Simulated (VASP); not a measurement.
Runs of VASP 6.6.1 on Se. The structure is that of space group P6/mmm (No. 191), or close to it. The cells are those of the table. 

```csv
task,cell,k mesh,cutoff (eV),gap on the mesh (eV),pressure (GPa),relaxed volume (Å³/atom)
single point,"a = 3.050, b = 3.050, c = 2.603 Å, angles 90.0, 90.0, 120.0°, 1 atom",21 × 21 × 20,520,none,0.1,-
relaxation of cell and atoms,"relaxed from a = 2.950, b = 2.950, c = 2.722 Å, angles 90.0, 90.0, 120.0°, 1 atom",21 × 21 × 20,600,none,0.0,(a)
single point,"a = 2.950, b = 2.950, c = 2.722 Å, angles 90.0, 90.0, 120.0°, 1 atom",6 × 6 × 6,520,none,0.0,-
relaxation of cell and atoms,"relaxed from a = 3.212, b = 3.212, c = 3.001 Å, angles 90.0, 90.0, 120.0°, 1 atom",6 × 6 × 6,600,none,0.0,20.52
```

Alike in all rows: level PBEsol; potentials or basis VASP PAW PBE potentials, release 64 (Se); no spin polarisation; smearing gaussian 0.1 eV.

Problem. Estimate the missing entries.

Solution. (a) 21.00.

Caveats: some runs use coarse meshes; the PAW data sets were made with another functional, which shifts forces and pressure a little; the volume moved by over 15 % at a fixed basis, so the end points are rough (some runs).

A k mesh can miss the band edges, and the runs leave out spin-orbit coupling on Se.

A gap of «none» marks levels without a gap at the run's occupations.
